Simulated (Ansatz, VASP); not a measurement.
# Two plane-wave programs on BeTe

```
Be Te
1.0
     0.00000    2.72936    2.85310
     2.72936    0.00000    2.85310
     2.72936    2.72936    0.00000
Be Te
1 1
Direct
  0.00000 0.00000 0.00000
  0.75000 0.75000 0.75000
```

Change from the starting cell: z stretched by +3 % at fixed volume, PAW files.

Alike in both runs: task electric field gradients; functional PBE; k mesh 11 × 11 × 11; occupations fermi-dirac, width 0.05 eV; no spin polarisation.

|  | VASP | Ansatz |
| --- | --- | --- |
| version | VASP 6.6.1 | Ansatz 0.2.0 |
| potentials or method | VASP PAW PBE potentials, release 64 (Be, Te) | PAW with Ansatz's default frozen-core files, scalar-relativistic |
| plane-wave cutoff (eV) | 520 | 420 |
| valence electrons in the cell | 8 | 18 |

Ansatz gave:

```
pressure (GPa)                                                : 4.3
traceless stress, the component that is largest in VASP (GPa) : -2.02
size of Vzz on the site where it differs most (V/Å²)          : 28.3
```

Q: Estimate VASP's values.

A: Pressure (GPa): 4.4; traceless stress, the component that is largest in VASP (GPa): -2.01; size of Vzz on the site where it differs most (V/Å²): 26.9.

With one functional, cell and mesh, what is left measures potentials, basis and numerics. VASP's potentials hold 8 valence electrons a cell and Ansatz's 18, so a difference there can come from the potentials and not from the codes.

Spin-orbit coupling is off throughout.
